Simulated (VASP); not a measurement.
# Ru (P6_3/mmc) in VASP: a series of runs

Runs on Ru. Level: PBE. Tasks: single point, relaxation of cell and atoms.

Program: VASP 6.6.1. These are calculated values, not measurements. Logs are shortened: lines on timing, memory, paths and dates and some standing lists are left out, and cuts for length are marked.

## (1) The cell of the first run

Symmetry: P6_3/mmc, No. 194, hexagonal system. The conventional cell has a = 2.615 Å, b = 2.615 Å, c = 4.142 Å, α = 90.00°, β = 90.00°, γ = 120.00°. Within 3.4 Å of Ru (site symmetry -6m2) lie 12 Ru at 2.56 to 2.61 Å.

## (2) Single point, PBE

Input file INCAR:

```
PREC     = Accurate       # precision mode
ENCUT    = 520            # plane-wave cutoff, eV
EDIFF    = 1E-7           # SCF threshold, eV
ISMEAR   = -1             # smearing method
SIGMA    = 0.1            # smearing width, eV
LREAL    = False          # projectors in reciprocal space
LASPH    = True           # aspherical terms in the spheres
NELM     = 100            # most SCF steps
ALGO     = Normal         # electronic algorithm
ISIF     = 2              # what is computed and relaxed
LWAVE    = False          # write WAVECAR
LCHARG   = True           # write CHGCAR
GGA      = PE             # functional
LELF     = True           # ELF
LVHAR    = True         
NBANDS   = 21             # bands
```

Input file KPOINTS:

```
regular mesh
0
Gamma
  17 17 9
```

Input file POSCAR:

```
Ru
1.0
    2.6146565245      0.0000000000      0.0000000000
   -1.3073282623      2.2643589724      0.0000000000
    0.0000000000      0.0000000000      4.1416250440
Ru
2
Direct
    0.3333333333      0.6666666667      0.2500000000
    0.6666666667      0.3333333333      0.7500000000
```

Potentials or basis: VASP PAW PBE potentials, release 64 (Ru_pv).

Launch:

```sh
> cat potpaw_PBE.64/Ru_pv/POTCAR > POTCAR
> mpirun -np 1 vasp_std > vasp.out
```

OUTCAR:

```text
PREC = Accurate
   ENCUT = 520
   EDIFF = 1E-7
   ISMEAR = -1
   LREAL = False
   LASPH = True
   NELM = 100
   ISIF = 2
   GGA = PE

 ion  position               nearest neighbor table
   1  0.333  0.667  0.250-   2 2.56   2 2.56   2 2.56   2 2.56   2 2.56   2 2.56
   2  0.667  0.333  0.750-   1 2.56   1 2.56   1 2.56   1 2.56   1 2.56   1 2.56

  LATTYP: Found a hexagonal cell.
 ALAT       =     2.6146565245
 C/A-ratio  =     1.5840034839

  Lattice vectors:

 A1 = (   2.6146565245,   0.0000000000,   0.0000000000)
 A2 = (  -1.3073282623,   2.2643589724,   0.0000000000)
 A3 = (   0.0000000000,   0.0000000000,   4.1416250440)

Analysis of symmetry for initial positions (statically):
=====================================================================
 Subroutine PRICEL returns:
 Original cell was already a primitive cell.

 Routine SETGRP: Setting up the symmetry group for a
 hexagonal supercell.

 Subroutine GETGRP returns: Found 24 space group operations
 (whereof 12 operations were pure point group operations)
 out of a pool of 24 trial point group operations.

The static configuration has the point symmetry D_3d.
 The point group associated with its full space group is D_6h.

Analysis of symmetry for dynamics (positions and initial velocities):
=====================================================================
 Subroutine PRICEL returns:
 Original cell was already a primitive cell.

 Routine SETGRP: Setting up the symmetry group for a
 hexagonal supercell.

 Subroutine GETGRP returns: Found 24 space group operations
 (whereof 12 operations were pure point group operations)
 out of a pool of 24 trial point group operations.

The dynamic configuration has the point symmetry D_3d.
 The point group associated with its full space group is D_6h.

 Subroutine INISYM returns: Found 24 space group operations
 (whereof 12 operations are pure point group operations),
 and found     1 'primitive' translations

----------------------------------------------------------------------------------------

                                     Primitive cell

  volume of cell :      24.5206

  direct lattice vectors                    reciprocal lattice vectors
     2.614656524  0.000000000  0.000000000     0.382459413  0.220813045  0.000000000
    -1.307328262  2.264358972  0.000000000     0.000000000  0.441626090  0.000000000
[... 74 lines left out ...]
   NGXF,Y,Z  is equivalent  to a cutoff of  25.43, 25.43, 25.69 a.u.
 SYSTEM =  unknown system
   PREC   = accura    normal or accurate (medium, high low for compatibility)
   ISTART =      0    job   : 0-new  1-cont  2-samecut
   ICHARG =      2    charge: 1-file 2-atom 10-const
   ISPIN  =      1    spin polarized calculation?
   LNONCOLLINEAR =      F non collinear calculations
   LSORBIT =      F    spin-orbit coupling
   LASPH  =      T    aspherical Exc in radial PAW
   ENCUT  =  520.0 eV  38.22 Ry    6.18 a.u.   4.86  4.86  7.70*2*pi/ulx,y,z
   NELM   =    100;   NELMIN=  2; NELMDL= -5     # of ELM steps
   EDIFF  = 0.1E-06   stopping-criterion for ELM
   LREAL  =      F    real-space projection
   EDIFFG = 0.1E-05   stopping-criterion for IOM
   NSW    =      0    number of steps for IOM
   IBRION =     -1    ionic relax: 0-MD 1-quasi-New 2-CG
   NFREE  =      0    steps in history (QN), initial steepest desc. (CG)
   ISIF   =      2    stress and relaxation
   ISYM   =      2    0-nonsym 1-usesym 2-fastsym
   POTIM  = 0.5000    time-step for ionic-motion
   TEBEG  =    0.0;   TEEND  =   0.0 temperature during run
   PSTRESS=    0.0 pullay stress
   NELECT =      28.0000    total number of electrons
   NUPDOWN=      -1.0000    fix difference up-down
   EMIN   =  10.00;   EMAX   =-10.00  energy-range for DOS
   EFERMI =   0.00;   METHOD = LEGACY
   ISMEAR =    -1;   SIGMA  =   0.10  broadening in eV -4-tet -1-fermi 0-gaus
   EFERMI_NEDOS =   21; number of points for ismear=-14 and -15
   IALGO  =     38    algorithm
   IMIX   =      4    mixing-type and parameters
     AMIX     =   0.40;   BMIX     =  1.00
     AMIX_MAG =   1.60;   BMIX_MAG =  1.00
  volume/ion in A,a.u.               =      12.26        82.74
  Fermi-wavevector in a.u.,A,eV,Ry     =   1.711134  3.233574 39.837566  2.927978
  Thomas-Fermi vector in A             =   2.789304
   LORBIT       =      0    0 simple, 1 ext, 2 COOP (PROOUT), +10 PAW based schemes
   GGA     = PE    functional components
   LHFCALC =     F    Hartree Fock is set to
   AEXX    =    0.0000 exact exchange contribution
   IVDW    =     0    specifies the selected vdW correction
   LEPSILON=     F    determine dielectric tensor
   LRPA    =     F    only Hartree local field effects (RPA)
 non-spin polarized calculation
  energy-cutoff  :      520.00
  volume of cell :       24.52
 maximum number of plane-waves:       686
 NGX is ok and might be reduce to    20
   NGX =  9   NGY =  9   NGZ = 15

 number of electron      28.0000000 magnetization

 Free energy of the ion-electron system (eV)
  ---------------------------------------------------
  ext. energy  EPLUGINS =         0.00000000
  ---------------------------------------------------
  free energy    TOTEN  =       -18.08692903 eV

  energy without entropy =      -18.03732617  energy(sigma->0) =      -18.06212760

 E-fermi :  14.8150     XC(G=0): -14.7631

 val. band max:       14.8100055717   @ k =   0.4118   0.0588   0.3333
 cond. band min:      14.8231005147   @ k =   0.2941   0.1176   0.1111
 fundamental gap:      0.0130949430
 Fermi energy:        14.8149511291

 k-point     1 :       0.0000    0.0000    0.0000
  band No.  band energies     occupation
      1     -29.2971      2.00000
      2     -27.9996      2.00000
      3     -27.9996      2.00000
      4     -27.7687      2.00000
      5     -27.7687      2.00000
      6     -27.7095      2.00000
[... 565 lines left out ...]
     20      25.1008      0.00000
     21      25.9631      0.00000

 [... further k-points ...]
[... 5 lines left out ...]
  --------------------------------------------------------------------------------------
  -------------------------------------------------------------------------------------
  Total        7.3604952      7.3604952      7.3740851     -0.0000000      0.0000000      0.0000000
  in kB      480.9355913    480.9355913    481.8235520     -0.0000000      0.0000000      0.0000000
  external PRESSURE =     481.2315782 kB  Pullay stress =       0.0000000 kB

 VOLUME and BASIS-vectors are now :
 -----------------------------------------------------------------------------
  energy-cutoff  :      520.00
  volume of cell :       24.52
      direct lattice vectors                 reciprocal lattice vectors
     2.614656524  0.000000000  0.000000000     0.382459413  0.220813045  0.000000000
    -1.307328262  2.264358972  0.000000000     0.000000000  0.441626090  0.000000000
     0.000000000  0.000000000  4.141625044     0.000000000  0.000000000  0.241451119

 POSITION                                       TOTAL-FORCE (eV/Angst)
 -----------------------------------------------------------------------------------
     -0.00000      1.50957      1.03541         0.000000     -0.000000      0.000000
      1.30733      0.75479      3.10622        -0.000000      0.000000      0.000000
 -----------------------------------------------------------------------------------
    total drift:                               -0.000000      0.000000     -0.000000

  FREE ENERGIE OF THE ION-ELECTRON SYSTEM (eV)
  ---------------------------------------------------
  free  energy   TOTEN  =       -18.0869290262 eV

  energy  without entropy=      -18.0373261714  energy(sigma->0) =      -18.06212760
```

OSZICAR:

```text
N       E                     dE             d eps       ncg     rms          rms(c)
DAV:   1     0.288963613963E+03    0.28896E+03   -0.17523E+04  6946   0.151E+03
DAV:   2    -0.134125437299E+02   -0.30238E+03   -0.29316E+03  7100   0.452E+02
DAV:   3    -0.192607586697E+02   -0.58482E+01   -0.58212E+01  8245   0.707E+01
DAV:   4    -0.193019853475E+02   -0.41227E-01   -0.41158E-01  8400   0.579E+00
DAV:   5    -0.193024984523E+02   -0.51310E-03   -0.50961E-03  7855   0.592E-01    0.228E+01
DAV:   6    -0.182023106929E+02    0.11002E+01   -0.22695E+00  7880   0.149E+01    0.767E+00
DAV:   7    -0.180960501729E+02    0.10626E+00   -0.43850E-01  7855   0.549E+00    0.138E+00
DAV:   8    -0.180868568838E+02    0.91933E-02   -0.18996E-02  7565   0.145E+00    0.112E-01
DAV:   9    -0.180869224709E+02   -0.65587E-04   -0.13169E-04  7940   0.120E-01    0.390E-02
DAV:  10    -0.180869293497E+02   -0.68787E-05   -0.18511E-05  7870   0.422E-02    0.828E-03
DAV:  11    -0.180869292115E+02    0.13820E-06   -0.36484E-06  7730   0.193E-02    0.244E-03
DAV:  12    -0.180869290096E+02    0.20189E-06   -0.63127E-08  4895   0.286E-03    0.750E-04
DAV:  13    -0.180869290262E+02   -0.16600E-07   -0.28958E-09  4155   0.582E-04
   1 F= -.18086929E+02 E0= -.18062128E+02  d E =-.496029E-01
```

It took 67 s on 1 thread of Intel Xeon Platinum 8259CL at 2.50GHz (Skylake/Cascade Lake), shared host; peak memory 0.18 GiB.

What came out:

```yaml
Free_energy: -18.0869 eV
Pressure: 48.1 GPa
Band_gap_on_the_k_mesh: zero (band 14 reaches 16.64 eV, above the bottom of band 15 at 12.91 eV)
```

Stress tensor (GPa, compression positive):
```
48.09  0.00  0.00
 0.00 48.09  0.00
 0.00  0.00 48.18
```

[end of part 1 of 2]
